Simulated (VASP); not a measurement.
A run of VASP 6.6.1:

Contents of INCAR:

```
SYSTEM = CoSn
PREC = Accurate
ENCUT = 520
EDIFF = 1E-7
ISMEAR = 1
SIGMA = 0.2
LREAL = .FALSE.
LASPH = .TRUE.
NELM = 60
ALGO = Fast
ISIF = 2
LWAVE = .FALSE.
LCHARG = .TRUE.
GGA = PE
LELF = .TRUE.
LVHAR = .TRUE.
NBANDS = 44
```

The input KPOINTS:

```
Automatic mesh
0
G
  9 9 8
  0 0 0
```

File POSCAR:

```
CoSn
1.0
    5.2460399276      0.0000000000      0.0000000000
   -2.6230199638      4.5432038466      0.0000000000
    0.0000000000      0.0000000000      4.1875903000
Co Sn
3 3
Direct
    0.0000000000      0.5000000000      0.0000000000
    0.5000000000      0.5000000000      0.0000000000
    0.5000000000      0.0000000000      0.0000000000
    0.6666666667      0.3333333333      0.5000000000
    0.3333333333      0.6666666667      0.5000000000
    0.0000000000      0.0000000000      0.0000000000
```

Potentials or basis: VASP PAW PBE potentials, release 64 (Co, Sn_d).

Run with:

```bash
$ cat potpaw_PBE.64/Co/POTCAR potpaw_PBE.64/Sn_d/POTCAR > POTCAR
$ mpirun -np 1 vasp_std > vasp.out
```

Hardware: 1 thread of Intel(R) Xeon(R) Platinum 8488C (Sapphire Rapids) (shared host).

Q: Estimate the wall time of this run.

A: Run time: 5 min on 1 thread of Intel(R) Xeon(R) Platinum 8488C (Sapphire Rapids), on a shared host, peak memory 0.36 GiB. Counts: scf iterations 18, k points 60.
